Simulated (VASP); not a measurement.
ZnS, 2 atoms in the cell. The structure is cubic, space group F-43m (No. 216). The conventional cell has a = 5.493 Å, b = 5.493 Å, c = 5.493 Å, α = 90.00°, β = 90.00°, γ = 90.00°. Within 3.1 Å of Zn (site symmetry -43m) lie 4 S at 2.38 Å. Within 3.1 Å of S (site symmetry -43m) lie 4 Zn at 2.38 Å. 

| Quantity | Value |
| --- | --- |
| Program | VASP 6.6.1 |
| Task | single point |
| Functional | revPBE |
| Potentials or basis | VASP PAW PBE potentials, release 64 (Zn, S) |
| Cutoff | 520 eV |
| k mesh | 8 × 8 × 8 |
| Occupations | gaussian, width 0.05 eV |
| Spin | no spin polarisation |
| Dipole correction | no |
| Further INCAR settings | ALGO = Normal; EDIFF = 1e-06; NBANDS = 16 |

Potentials or basis: VASP PAW PBE potentials, release 64 (Zn, S).

Launch:

```sh
$ cat potpaw_PBE.64/Zn/POTCAR potpaw_PBE.64/S/POTCAR > POTCAR
$ mpirun -np 1 vasp_std > vasp.out
```

Hardware: 1 thread of Intel(R) Xeon(R) Platinum 8488C (Sapphire Rapids), with other jobs on the host.

Problem. Estimate the wall time of this run.

Solution. It took 23 s on 1 thread of Intel(R) Xeon(R) Platinum 8488C (Sapphire Rapids) (shared host), peak memory 0.17 GiB. Counts: scf iterations 13, k points 29.
